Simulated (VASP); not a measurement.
Ir:

```
CELL_PARAMETERS angstrom
0.00000 1.90541 1.90541
1.90541 0.00000 1.90541
1.90541 1.90541 0.00000
ATOMIC_POSITIONS crystal
Ir 0.00000 0.00000 0.00000
```

Base run:

- Program: VASP 6.6.1
- Functional: LDA
- Potentials or basis: VASP PAW LDA potentials, release 64 (Ir_sv_GW)
- Cutoff: 500 eV
- k mesh: 20 × 20 × 20
- Occupations: gaussian, width 0.15 eV
- Spin: no spin polarisation

Its results: pressure -1.7 GPa.

**Question.** The run is repeated on the same cell with these changes: potentials or basis from VASP PAW LDA potentials, release 64 (Ir_sv_GW) to VASP PAW LDA potentials, release 64 (Ir); cutoff from 500 eV to 520 eV; further incar settings from ALGO = Normal; EDIFF = 1e-06; NBANDS = 14 to ALGO = Normal; EDIFF = 1e-06; NBANDS = 10; valence electrons from 17 to 9. What comes out?

**Answer.** Pressure 2.6 GPa.
